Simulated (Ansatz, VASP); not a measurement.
# Al4N3 in VASP and in Ansatz

```
Al N
1.0
     1.55699    0.89893   11.85835
    -1.55699    0.89893   11.85835
     0.00000   -1.79786   11.85835
Al N
4 3
Direct
  0.13676 0.13676 0.13676
  0.86324 0.86324 0.86324
  0.29998 0.29998 0.29998
  0.70002 0.70002 0.70002
  0.19892 0.19892 0.19892
  0.80108 0.80108 0.80108
  0.00000 0.00000 0.00000
```

Change from the starting cell: species swapped into the Al4C3 type (R-3m, No. 166).

Alike in both runs: functional PBE; k mesh 6 × 6 × 6; occupations gaussian, width 0.2 eV; no spin polarisation.

Ansatz relaxed the structure, and its values are those at the end. VASP's run is a single point on that final structure, the one shown.

|  | VASP | Ansatz |
| --- | --- | --- |
| version | VASP 6.6.1 | Ansatz 0.2.0 |
| potentials or method | VASP PAW PBE potentials, release 64 (Al, N), cutoff 520 eV | scalar-relativistic, plane waves, PAW |
| valence electrons in the cell | 27 | 27 |

```tsv
	VASP	Ansatz	Ansatz less VASP
gap on the k mesh at the Fermi level (eV)	none	none	-
pressure (GPa)	-0.1	0.0	+0.10
rms of the force components (eV/Å)	0.008	0.010	+0.0029
```

A gap of «none» marks a metal or a gap that the smearing closes. The functional is the same, so the differences come from potentials, cutoffs and numerics.

The k mesh is coarse, so the values compare programs but aren't converged.
